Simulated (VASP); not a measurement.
Input of a VASP 6.6.1 run:

File INCAR:

```
ALGO     = Normal         # electronic algorithm
EDIFF    = 1E-6           # SCF threshold, eV
ENCUT    = 520            # plane-wave cutoff, eV
GGA      = PE             # functional
ISIF     = 2              # what is computed and relaxed
ISMEAR   = 0              # smearing method
LASPH    = T              # aspherical terms in the spheres
LCHARG   = F              # write CHGCAR
LREAL    = F              # projectors in reciprocal space
LWAVE    = F              # write WAVECAR
NBANDS   = 32             # bands
NELM     = 100            # most SCF steps
PREC     = Accurate       # precision mode
SIGMA    = 0.1            # smearing width, eV
```

File KPOINTS:

```
k-points
0
Gamma
  4 4 4
```

Contents of POSCAR:

```
Sn3O
1.0
   -2.8539360457      2.8539360457      2.8539360457
    2.8539360457     -2.8539360457      2.8539360457
    2.8539360457      2.8539360457     -2.8539360457
Sn O
3 1
Direct
    0.0000000000      0.5000000000      0.5000000000
    0.5000000000      0.0000000000      0.5000000000
    0.5000000000      0.5000000000      0.0000000000
    0.0000000000      0.0000000000      0.0000000000
```

Potentials or basis: VASP PAW PBE potentials, release 64 (Sn_d, O).

Command:

```console
$ cat potpaw_PBE.64/Sn_d/POTCAR potpaw_PBE.64/O/POTCAR > POTCAR
$ mpirun -np 1 vasp_std > vasp.out
```

Problem. Estimate the pressure.

Solution. -0.2 GPa.

Problem. Predict the band gap on the k mesh.

Solution. Zero (band 24 reaches 8.53 eV, above the bottom of band 25 at 4.45 eV).

Caveat: the k points lie up to 0.39 Å⁻¹ apart; spin-orbit coupling is left out, which moves the levels of the heavy elements.
